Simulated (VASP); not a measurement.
Input of a VASP 6.6.1 run:

The input INCAR:

```
SYSTEM = HfO2
PREC = Accurate
ENCUT = 520
EDIFF = 1E-6
ISMEAR = 0
SIGMA = 0.01
LREAL = .FALSE.
LASPH = .TRUE.
NELM = 100
ALGO = Normal
ISIF = 2
LWAVE = .FALSE.
LCHARG = .FALSE.
GGA = PS
NBANDS = 31
```

File KPOINTS:

```
regular mesh
0
G
  3 3 3
  0 0 0
```

POSCAR

```
HfO2
1.0
    4.8382983968      0.0000000000      0.0000000000
    0.0000000000      4.8382983968      0.0000000000
    0.0000000000      0.0000000000      3.2199930757
Hf O
2 4
Direct
    0.0000000000      0.0000000000      0.0000000000
    0.5000000000      0.5000000000      0.5000000000
    0.1949543471      0.8050456529      0.5000000000
    0.3050456529      0.3050456529      0.0000000000
    0.6949543471      0.6949543471      0.0000000000
    0.8050456529      0.1949543471      0.5000000000
```

Potentials or basis: VASP PAW PBE potentials, release 64 (Hf_pv, O).

Command:

```console
$ cat potpaw_PBE.64/Hf_pv/POTCAR potpaw_PBE.64/O/POTCAR > POTCAR
$ mpirun -np 1 vasp_std > vasp.out
```

**Question.** Predict the band gap on the k mesh.

**Answer.** 3.81 eV.

**Question.** Estimate the largest force.

**Answer.** 0.069 eV/Å.

**Question.** What does it give for the pressure?

**Answer.** -4.2 GPa.

Stress tensor (GPa, compression positive):
```
-3.85  0.00  0.00
 0.00 -3.85  0.00
 0.00  0.00 -4.77
```

Caveat: the k points lie up to 0.65 Å⁻¹ apart; the PAW data sets were made with another functional, which shifts forces and pressure a little; spin-orbit coupling is left out, which moves the levels of the heavy elements; an odd mesh through Γ misses points on the zone boundary, where band edges can lie.
